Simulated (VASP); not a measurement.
Set up this calculation in VASP 6.6.1, as the native input.

- Task: single point
- Functional: HSE06
- Potentials or basis: VASP PAW PBE potentials, release 64 (Nb_sv)
- Cutoff: 520 eV
- k mesh: 6 × 6 × 7
- Occupations: fermi-dirac, width 0.05 eV
- Spin: no spin polarisation
- Dipole correction: no
- Grid for exact exchange (PRECFOCK): Normal
- Further INCAR settings: ALGO = Normal; EDIFF = 1e-07; NBANDS = 12
- Screening parameter: 0.2079 1/Å

Crystal: Nb.

```
Nb
1.0
    -1.45459    1.60092    1.62730
     1.61901   -1.98183    2.17263
     1.21830    1.74554   -2.00821
Nb
1
Direct
  0.00000 0.00000 0.00000
```

These files were run (other wordings do the same):

POSCAR

```
Nb
1.0
   -1.4545883700      1.6009203400      1.6273015200
    1.6190107300     -1.9818268200      2.1726303600
    1.2182993000      1.7455377500     -2.0082080000
Nb
1
Direct
    0.0000000000      0.0000000000      0.0000000000
```

INCAR.step1

```
SYSTEM = Nb
PREC     = Accurate       ! precision mode
ENCUT    = 520            ! plane-wave cutoff, eV
EDIFF    = 1E-5           ! SCF threshold, eV
ISMEAR   = -1             ! smearing method
SIGMA    = 0.05           ! smearing width, eV
LREAL    = .FALSE.        ! projectors in reciprocal space
LASPH    = .TRUE.         ! aspherical terms in the spheres
NELM     = 60             ! most SCF steps
ALGO     = Normal         ! electronic algorithm
ISIF     = 2              ! what is computed and relaxed
LWAVE    = .TRUE.         ! write WAVECAR
LCHARG   = .FALSE.        ! write CHGCAR
NBANDS   = 12             ! bands
GGA      = PE             ! functional
KPAR     = 4
```

INCAR.step2

```
SYSTEM = Nb
PREC     = Accurate       ! precision mode
ENCUT    = 520            ! plane-wave cutoff, eV
EDIFF    = 1E-7           ! SCF threshold, eV
ISMEAR   = -1             ! smearing method
SIGMA    = 0.05           ! smearing width, eV
LREAL    = .FALSE.        ! projectors in reciprocal space
LASPH    = .TRUE.         ! aspherical terms in the spheres
NELM     = 60             ! most SCF steps
ALGO     = Normal         ! electronic algorithm
ISIF     = 2              ! what is computed and relaxed
LWAVE    = .FALSE.        ! write WAVECAR
LCHARG   = .FALSE.        ! write CHGCAR
GGA      = PE             ! functional
LHFCALC  = .TRUE.         ! exact exchange
HFSCREEN = 0.2079         ! screening, 1/A
PRECFOCK = Normal       
NBANDS   = 12             ! bands
ISTART   = 1            
KPAR     = 4
```

KPOINTS

```
Automatic mesh
0
G
  6 6 7
  0 0 0
```

Potentials or basis: VASP PAW PBE potentials, release 64 (Nb_sv).

Run with:

```sh
$ cat potpaw_PBE.64/Nb_sv/POTCAR > POTCAR
$ cp INCAR.step1 INCAR
$ mpirun -np 4 vasp_std > vasp.out
$ cp INCAR.step2 INCAR
$ mpirun -np 4 vasp_std > vasp.out
```

Results of the run:

The pressure is 6.2 GPa.

Caveat: the k points lie up to 0.47 Å⁻¹ apart; the PAW data sets were made with another functional, which shifts forces and pressure a little.

Wall time 19 min on 4 MPI ranks on Intel(R) Xeon(R) Platinum 8488C (Sapphire Rapids) (shared host), peak memory 0.25 GiB a rank.
